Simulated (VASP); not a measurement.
# Sn (Im-3m) in VASP: further runs

Runs on Sn. Level: PBEsol. Tasks: single point.

Program: VASP 6.6.1. These are calculated values, not measurements. Logs are shortened: lines on timing, memory, paths and dates and some standing lists are left out, and cuts for length are marked.

**1. The cell of the first run**

Symmetry: Im-3m, No. 229, cubic system. The conventional cell has a = 3.712 Å, b = 3.712 Å, c = 3.712 Å, α = 90.00°, β = 90.00°, γ = 90.00°. Sn (site symmetry m-3m) has 14 Sn at 3.21 to 3.71 Å within 4.2 Å.

**2. Single point, PBEsol**

Contents of INCAR:

```
  PREC = Accurate
  ENCUT = 520
  EDIFF = 1E-6
  ISMEAR = -1
  SIGMA = 0.1
  LREAL = F
  LASPH = T
  NELM = 60
  ALGO = Normal
  ISIF = 2
  LWAVE = F
  LCHARG = F
  GGA = PS
  NBANDS = 13
```

Contents of KPOINTS:

```
regular mesh
0
Gamma
  11 11 11
```

Contents of POSCAR:

```
Sn
1.0
   -1.8559747801      1.8559747801      1.8559747801
    1.8559747801     -1.8559747801      1.8559747801
    1.8559747801      1.8559747801     -1.8559747801
Sn
1
Direct
    0.0000000000      0.0000000000      0.0000000000
```

Potentials or basis: VASP PAW PBE potentials, release 64 (Sn_d).

Launch:

```
cat potpaw_PBE.64/Sn_d/POTCAR > POTCAR
mpirun -np 1 vasp_std > vasp.out
```

OUTCAR:

```text
PREC = Accurate
   ENCUT = 520
   EDIFF = 1E-6
   ISMEAR = -1
   LREAL = F
   LASPH = T
   NELM = 60
   ISIF = 2
   GGA = PS

 ion  position               nearest neighbor table
   1  0.000  0.000  0.000-

  LATTYP: Found a body centered cubic cell.
 ALAT       =     3.7119495602

  Lattice vectors:

 A1 = (  -1.8559747801,   1.8559747801,   1.8559747801)
 A2 = (   1.8559747801,  -1.8559747801,   1.8559747801)
 A3 = (   1.8559747801,   1.8559747801,  -1.8559747801)

Analysis of symmetry for initial positions (statically):
=====================================================================
 Subroutine PRICEL returns:
 Original cell was already a primitive cell.

 Routine SETGRP: Setting up the symmetry group for a
 body centered cubic supercell.

 Subroutine GETGRP returns: Found 48 space group operations
 (whereof 48 operations were pure point group operations)
 out of a pool of 48 trial point group operations.

The static configuration has the point symmetry O_h .

Analysis of symmetry for dynamics (positions and initial velocities):
=====================================================================
 Subroutine PRICEL returns:
 Original cell was already a primitive cell.

 Routine SETGRP: Setting up the symmetry group for a
 body centered cubic supercell.

 Subroutine GETGRP returns: Found 48 space group operations
 (whereof 48 operations were pure point group operations)
 out of a pool of 48 trial point group operations.

The dynamic configuration has the point symmetry O_h .

 Subroutine INISYM returns: Found 48 space group operations
 (whereof 48 operations are pure point group operations),
 and found     1 'primitive' translations

----------------------------------------------------------------------------------------

                                     Primitive cell

  volume of cell :      25.5727

  direct lattice vectors                    reciprocal lattice vectors
    -1.855974780  1.855974780  1.855974780     0.000000000  0.269400212  0.269400212
     1.855974780 -1.855974780  1.855974780     0.269400212  0.000000000  0.269400212
     1.855974780  1.855974780 -1.855974780     0.269400212  0.269400212  0.000000000

  length of vectors
     3.214642617  3.214642617  3.214642617     0.380989434  0.380989434  0.380989434

  position of ions in fractional coordinates (direct lattice)
     0.000000000  0.000000000  0.000000000

  ion indices of the primitive-cell ions
   primitive index   ion index
                 1           1

----------------------------------------------------------------------------------------

 KPOINTS: regular mesh

Automatic generation of k-mesh.
 Grid dimensions read from file:
 generate k-points for:   11   11   11

 Generating k-lattice:

  Cartesian coordinates                     Fractional coordinates (reciprocal lattice)
     0.000000000  0.024490928  0.024490928     0.090909091  0.000000000  0.000000000
     0.024490928  0.000000000  0.024490928     0.000000000  0.090909091  0.000000000
     0.024490928  0.024490928  0.000000000     0.000000000  0.000000000  0.090909091

  Length of vectors
     0.034635403  0.034635403  0.034635403

  Shift w.r.t. Gamma in fractional coordinates (k-lattice)
     0.000000000  0.000000000  0.000000000

 Subroutine IBZKPT returns following result:
 ===========================================

 Found     56 irreducible k-points:

 Following reciprocal coordinates:
            Coordinates               Weight
  0.000000  0.000000  0.000000      1.000000
  0.090909  0.000000  0.000000     12.000000
  0.181818  0.000000  0.000000     12.000000
  0.272727  0.000000  0.000000     12.000000
  0.363636  0.000000  0.000000     12.000000
  0.454545  0.000000  0.000000     12.000000
[... 16 lines left out ...]
  0.272727  0.181818  0.090909     48.000000
  0.363636  0.181818  0.090909     24.000000
 [... further k-points ...]
   k-points           NKPTS =     56   k-points in BZ     NKDIM =     56   number of bands    NBANDS=     13
   number of dos      NEDOS =    301   number of ions     NIONS =      1
   total plane-waves  NPLWV =  13824
   dimension x,y,z NGX =    24 NGY =   24 NGZ =   24
   dimension x,y,z NGXF=    48 NGYF=   48 NGZF=   48
   ions per type =               1
   NGX,Y,Z   is equivalent  to a cutoff of  12.41, 12.41, 12.41 a.u.
   NGXF,Y,Z  is equivalent  to a cutoff of  24.82, 24.82, 24.82 a.u.
 SYSTEM =  unknown system
   PREC   = accura    normal or accurate (medium, high low for compatibility)
   ISTART =      0    job   : 0-new  1-cont  2-samecut
   ICHARG =      2    charge: 1-file 2-atom 10-const
   ISPIN  =      1    spin polarized calculation?
   LNONCOLLINEAR =      F non collinear calculations
   LSORBIT =      F    spin-orbit coupling
   LASPH  =      T    aspherical Exc in radial PAW
   ENCUT  =  520.0 eV  38.22 Ry    6.18 a.u.   5.98  5.98  5.98*2*pi/ulx,y,z
   NELM   =     60;   NELMIN=  2; NELMDL= -5     # of ELM steps
   EDIFF  = 0.1E-05   stopping-criterion for ELM
   LREAL  =      F    real-space projection
   EDIFFG = 0.1E-04   stopping-criterion for IOM
   NSW    =      0    number of steps for IOM
   IBRION =     -1    ionic relax: 0-MD 1-quasi-New 2-CG
   NFREE  =      0    steps in history (QN), initial steepest desc. (CG)
   ISIF   =      2    stress and relaxation
   ISYM   =      2    0-nonsym 1-usesym 2-fastsym
   POTIM  = 0.5000    time-step for ionic-motion
   TEBEG  =    0.0;   TEEND  =   0.0 temperature during run
   PSTRESS=    0.0 pullay stress
   NELECT =      14.0000    total number of electrons
   NUPDOWN=      -1.0000    fix difference up-down
   EMIN   =  10.00;   EMAX   =-10.00  energy-range for DOS
   EFERMI =   0.00;   METHOD = LEGACY
   ISMEAR =    -1;   SIGMA  =   0.10  broadening in eV -4-tet -1-fermi 0-gaus
   EFERMI_NEDOS =   21; number of points for ismear=-14 and -15
   IALGO  =     38    algorithm
   IMIX   =      4    mixing-type and parameters
     AMIX     =   0.40;   BMIX     =  1.00
     AMIX_MAG =   1.60;   BMIX_MAG =  1.00
  volume/ion in A,a.u.               =      25.57       172.57
  Fermi-wavevector in a.u.,A,eV,Ry     =   1.339241  2.530799 24.402957  1.793567
  Thomas-Fermi vector in A             =   2.467648
   LORBIT       =      0    0 simple, 1 ext, 2 COOP (PROOUT), +10 PAW based schemes
   GGA     = PS    functional components
   LHFCALC =     F    Hartree Fock is set to
   AEXX    =    0.0000 exact exchange contribution
   IVDW    =     0    specifies the selected vdW correction
   LEPSILON=     F    determine dielectric tensor
   LRPA    =     F    only Hartree local field effects (RPA)
 non-spin polarized calculation
  energy-cutoff  :      520.00
  volume of cell :       25.57
 maximum number of plane-waves:       703
   NGX = 11   NGY = 11   NGZ = 11

 number of electron      13.9999995 magnetization

 Free energy of the ion-electron system (eV)
  ---------------------------------------------------
  ext. energy  EPLUGINS =         0.00000000
  ---------------------------------------------------
  free energy    TOTEN  =        -4.22826162 eV

  energy without entropy =       -4.20742850  energy(sigma->0) =       -4.21784506

 E-fermi :   8.6825     XC(G=0): -10.7937

 val. band max:        8.6723849017   @ k =  -0.4545   0.4545   0.3636
 cond. band min:       8.7715171418   @ k =  -0.2727   0.4545   0.0909
 fundamental gap:      0.0991322401
 Fermi energy:         8.6825366479

 k-point     1 :       0.0000    0.0000    0.0000
  band No.  band energies     occupation
      1     -12.7927      2.00000
      2     -12.7927      2.00000
      3     -12.7927      2.00000
      4     -12.6246      2.00000
      5     -12.6246      2.00000
      6      -2.8688      2.00000
      7      17.2200      0.00000
      8      17.2200      0.00000
      9      17.2200      0.00000
     10      20.9326      0.00000
     11      20.9326      0.00000
     12      20.9326      0.00000
     13      21.9045      0.00000

 k-point     2 :       0.0909    0.0000    0.0000
  band No.  band energies     occupation
      1     -12.7972      2.00000
      2     -12.7864      2.00000
      3     -12.7718      2.00000
      4     -12.6296      2.00000
      5     -12.6251      2.00000
      6      -2.6790      2.00000
      7      15.6236      0.00000
      8      16.4735      0.00000
      9      16.9338      0.00000
     10      19.5775      0.00000
     11      19.9142      0.00000
     12      20.6573      0.00000
     13      22.5893      0.00000

 k-point     3 :       0.1818    0.0000    0.0000
  band No.  band energies     occupation
      1     -12.8094      2.00000
      2     -12.7727      2.00000
      3     -12.7154      2.00000
      4     -12.6409      2.00000
      5     -12.6266      2.00000
      6      -2.1078      2.00000
      7      12.6185      0.00000
      8      15.1288      0.00000
      9      16.1910      0.00000
     10      18.5117      0.00000
     11      18.8260      0.00000
     12      20.8039      0.00000
     13      23.0656      0.00000
[... 305 lines left out ...]
 k-point    23 :       0.2727    0.1818    0.0909
  band No.  band energies     occupation
      1     -12.8097      2.00000
      2     -12.7464      2.00000
      3     -12.6370      2.00000
      4     -12.6348      2.00000
      5     -12.5892      2.00000
      6       1.7735      2.00000
      7       6.2766      2.00000
      8       8.8491      0.31798
      9      11.0761      0.00000
     10      21.4789      0.00000
     11      22.9953      0.00000
     12      23.6544      0.00000
     13      25.8416      0.00000

 k-point    24 :       0.3636    0.1818    0.0909
  band No.  band energies     occupation
      1     -12.8110      2.00000
      2     -12.7342      2.00000
      3     -12.6358      2.00000
      4     -12.6315      2.00000
      5     -12.5934      2.00000
      6       2.8624      2.00000
      7       4.9519      2.00000
      8       8.5317      1.63757
      9      10.8881      0.00000
     10      21.3652      0.00000
     11      23.2354      0.00000
     12      24.5741      0.00000
     13      24.9329      0.00000

 [... further k-points ...]
[... 5 lines left out ...]
  --------------------------------------------------------------------------------------
  -------------------------------------------------------------------------------------
  Total        0.2582046      0.2582046      0.2582046     -0.0000000     -0.0000000      0.0000000
  in kB       16.1770124     16.1770124     16.1770124     -0.0000000     -0.0000000      0.0000000
  external PRESSURE =      16.1770124 kB  Pullay stress =       0.0000000 kB

 VOLUME and BASIS-vectors are now :
 -----------------------------------------------------------------------------
  energy-cutoff  :      520.00
  volume of cell :       25.57
      direct lattice vectors                 reciprocal lattice vectors
    -1.855974780  1.855974780  1.855974780     0.000000000  0.269400212  0.269400212
     1.855974780 -1.855974780  1.855974780     0.269400212  0.000000000  0.269400212
     1.855974780  1.855974780 -1.855974780     0.269400212  0.269400212  0.000000000

 POSITION                                       TOTAL-FORCE (eV/Angst)
 -----------------------------------------------------------------------------------
      0.00000      0.00000      0.00000        -0.000000      0.000000      0.000000
 -----------------------------------------------------------------------------------
    total drift:                               -0.000000      0.000000      0.000000

  FREE ENERGIE OF THE ION-ELECTRON SYSTEM (eV)
  ---------------------------------------------------
  free  energy   TOTEN  =        -4.2282616193 eV

  energy  without entropy=       -4.2074284983  energy(sigma->0) =       -4.21784506
```

It took 7.3 s on 1 thread of Intel Xeon Platinum 8259CL at 2.50GHz (Skylake/Cascade Lake), shared host; peak memory 0.14 GiB.

What came out:

- Free energy: -4.2283 eV
- Pressure: 1.6 GPa
- Band gap on the k mesh: zero (band 7 reaches 17.22 eV, above the bottom of band 8 at 6.10 eV)

Levels at points of the mesh, in eV from the Fermi level:
| k point | band 3 | band 4 | band 5 | band 6 | band 7 | band 8 | band 9 | band 10 | band 11 | band 12 |
| --- | --- | --- | --- | --- | --- | --- | --- | --- | --- | --- |
| (0.00, 0.00, 0.00) | -21.48 | -21.31 | -21.31 | -11.55 | 8.54 | 8.54 | 8.54 | 12.25 | 12.25 | 12.25 |

Caveat: the PAW data sets were made with another functional, which shifts forces and pressure a little; spin-orbit coupling is left out, which moves the levels of the heavy elements.

(Continued in part 2 of 2.)
